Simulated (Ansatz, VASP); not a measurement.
LaO4 in VASP and in Ansatz

INCAR

```
SYSTEM = LaO4
ALGO = Normal ; EDIFF = 1E-6
ENCUT = 520 ; GGA = PE
ISIF = 2 ; ISMEAR = 0
LASPH = .True. ; LCHARG = .False.
LREAL = .False. ; LWAVE = .False.
NBANDS = 26 ; NELM = 60
PREC = Accurate ; SIGMA = 0.1
```

Contents of KPOINTS:

```
k-points
0
Gamma
  10 10 10
  0 0 0
```

POSCAR

```
LaO4
1.0
   -2.7764908313      2.7764908313      2.7764908313
    2.7764908313     -2.7764908313      2.7764908313
    2.7764908313      2.7764908313     -2.7764908313
La O
1 4
Direct
    0.0000000000      0.0000000000      0.0000000000
    0.0000000000      0.5000000000      0.0000000000
    0.5000000000      0.5000000000      0.5000000000
    0.0000000000      0.0000000000      0.5000000000
    0.5000000000      0.0000000000      0.0000000000
```

Input for Ansatz:

```yaml
crystal:
  lattice:
    - [-2.7764908313, 2.7764908313, 2.7764908313]
    - [2.7764908313, -2.7764908313, 2.7764908313]
    - [2.7764908313, 2.7764908313, -2.7764908313]
  atoms:
    - { symbol: La, position: [0.0, 0.0, 0.0] }
    - { symbol: O, position: [0.0, 0.5, 0.0] }
    - { symbol: O, position: [0.5, 0.5, 0.5] }
    - { symbol: O, position: [0.0, 0.0, 0.5] }
    - { symbol: O, position: [0.5, 0.0, 0.0] }
basis:
  ecutwfc: 420
kpoints:
  mp_grid: { grid: [10, 10, 10] }
  band_path:
    path:
      - [[0.0, 0.0, 0.0], [0.5, -0.5, 0.5], [0.0, 0.0, 0.5], [0.0, 0.0, 0.0], [0.25, 0.25, 0.25], [0.5, -0.5, 0.5]]
      - [[0.25, 0.25, 0.25], [0.0, 0.0, 0.5]]
    npoints: 14
hamiltonian:
  xc: pbe
scf:
  occupations: { method: gaussian, width: 0.1 }
  n_extra_bands: 12
output:
  forces: true
  stress: true
  eigenvalues: true
  populations: true
  dos: { projected: true, de: 0.02, nscf_kmesh: { grid: [12, 12, 12] } }
  bader: true
  write_density: true
  write_potential: true
  elf: true
  volumetric_format: npy
```

Alike in both runs: task single point; functional PBE; k mesh 10 × 10 × 10; occupations gaussian, width 0.1 eV; no spin polarisation.

|  | VASP | Ansatz |
| --- | --- | --- |
| version | VASP 6.6.1 | Ansatz 0.2.0 |
| potentials or method | VASP PAW PBE potentials, release 64 (La, O), cutoff 520 eV | scalar-relativistic, plane waves, PAW |
| valence electrons in the cell | 35 | 35 |

Ansatz gave:

```
gap on the k mesh at the Fermi level (eV) : none
pressure (GPa)                            : 0.0
```

Q: What did VASP give for the same quantities?

A: gap on the k mesh at the Fermi level (eV): none; pressure (GPa): -0.1.

A gap of «none» marks a metal or a gap that the smearing closes.

Neither program's run includes spin-orbit coupling.
